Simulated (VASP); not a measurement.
Here is a VASP 6.6.1 calculation.

The input INCAR:

```
SYSTEM = Sc
PREC     = Accurate       ! precision mode
ENCUT    = 600            ! plane-wave cutoff, eV
EDIFF    = 1E-6           ! SCF threshold, eV
ISMEAR   = 0              ! smearing method
SIGMA    = 0.1            ! smearing width, eV
LREAL    = .False.        ! projectors in reciprocal space
LASPH    = .True.         ! aspherical terms in the spheres
NELM     = 100            ! most SCF steps
ALGO     = Fast           ! electronic algorithm
ISIF     = 3              ! what is computed and relaxed
LWAVE    = .False.        ! write WAVECAR
LCHARG   = .False.        ! write CHGCAR
GGA      = PS             ! functional
IBRION   = 2              ! ionic algorithm
NSW      = 80             ! ionic steps
EDIFFG   = -0.01          ! ionic threshold
```

Contents of KPOINTS:

```
Automatic mesh
0
Gamma
  16 16 16
  0 0 0
```

POSCAR

```
Sc
1.0
    0.0000000000      2.2728439560      2.2728439560
    2.2728439560      0.0000000000      2.2728439560
    2.2728439560      2.2728439560      0.0000000000
Sc
1
Direct
    0.0000000000      0.0000000000      0.0000000000
```

Potentials or basis: VASP PAW PBE potentials, release 64 (Sc_sv).

Launch:

```bash
$ cat potpaw_PBE.64/Sc_sv/POTCAR > POTCAR
$ mpirun -np 1 vasp_std > vasp.out
```

**Question.** Estimate the relaxed volume.

**Answer.** 23.63 Å³/atom.

**Question.** What does it give for the relaxed cell?

**Answer.** a = 3.221 Å, b = 3.221 Å, c = 3.221 Å, α = 60.00°, β = 60.00°, γ = 60.00°.

Final structure:
```
Sc
1.0
     0.00000    2.27765    2.27765
     2.27765    0.00000    2.27765
     2.27765    2.27765    0.00000
Sc
1
Cartesian
  0.0000 2.2777 2.2777
```

Caveat: the PAW data sets were made with another functional, which shifts forces and pressure a little. Zero-point motion and thermal expansion aren't in these numbers.
